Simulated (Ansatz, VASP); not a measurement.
Sn: VASP beside Ansatz

```
Sn
1.0
     5.28347    0.00000    0.00000
    -2.64173    4.57562    0.00000
     0.00000    0.00000    2.89266
Sn
2
Direct
  0.33333 0.66667 0.00000
  0.66667 0.33333 0.00000
```

Alike in both runs: functional PBE; dispersion D3(BJ); k mesh 6 × 6 × 4; occupations gaussian, width 0.1 eV; no spin polarisation.

Ansatz relaxed the structure, and its values are those at the end. VASP's run is a single point on that final structure, the one shown.

```csv
,VASP,Ansatz
version,VASP 6.6.1,Ansatz 0.2.0
potentials or method,"VASP PAW PBE potentials, release 64 (Sn_d), cutoff 520 eV","scalar-relativistic, plane waves, PAW"
valence electrons in the cell,28,28
```

Ansatz gave:

* gap on the k mesh at the Fermi level (eV): none
* pressure (GPa): 0.1

Question: What did VASP give for the same quantities?

Answer: gap on the k mesh at the Fermi level (eV): none; pressure (GPa): 0.0.

A gap of «none» marks a metal or a gap that the smearing closes.

The k mesh is coarse, so the values compare programs but aren't converged.
